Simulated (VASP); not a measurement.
Crystal: MgBCl5.

```
Mg B Cl
1.0
     4.38943    0.00000    0.00000
     0.00000    4.38943    0.00000
     0.00000    0.00000    7.59968
Mg B Cl
1 1 5
Direct
  0.00000 0.00000 0.00000
  0.50000 0.50000 0.50000
  0.50000 0.00000 0.81448
  0.50000 0.00000 0.18552
  0.00000 0.50000 0.81448
  0.00000 0.50000 0.18552
  0.00000 0.00000 0.50000
```

The cell was generated, and may not be a known phase.

| Property | Result |
| --- | --- |
| Program | VASP 6.6.1 |
| Task | relaxation of cell and atoms |
| Functional | PBE |
| Potentials or basis | VASP PAW PBE potentials, release 64 (Mg, B, Cl) |
| Cutoff | 600 eV |
| k mesh | 4 × 4 × 2 |
| Occupations | gaussian, width 0.1 eV |
| Spin | no spin polarisation |

At the start: pressure 1.8 GPa; volume 20.92 Å³/atom.

Problem. How do energy, volume and symmetry change on relaxing?

Solution. Over 5 steps the energy falls by 10.8 meV/atom and the volume is 21.52 Å³/atom (+2.9 %); space group P4/mmm (No. 123, to 0.1 Å) before and after.

Step by step:
| step | energy change (eV) | largest force (eV/Å) | pressure (GPa) | volume (Å³) |
| --- | --- | --- | --- | --- |
| 1 | 0.0000 | 0.4080 | 1.81 | 146.42 |
| 2 | -0.0559 | 0.2071 | 0.22 | 151.48 |
| 3 | -0.0607 | 0.1339 | -0.34 | 153.54 |
| 4 | -0.0665 | 0.1062 | -0.27 | 152.82 |
| 5 | -0.0754 | 0.0143 | -0.02 | 150.66 |

Final structure:
```
CELL_PARAMETERS angstrom
4.41197 0.00000 0.00000
0.00000 4.41197 0.00000
0.00000 0.00000 7.73975
ATOMIC_POSITIONS crystal
Mg 0.00000 0.00000 0.00000
B 0.50000 0.50000 0.50000
Cl 0.50000 0.00000 0.80652
Cl 0.50000 0.00000 0.19348
Cl 0.00000 0.50000 0.80652
Cl 0.00000 0.50000 0.19348
Cl 0.00000 0.00000 0.50000
```

Caveat: the k points lie up to 0.41 Å⁻¹ apart in the final cell.
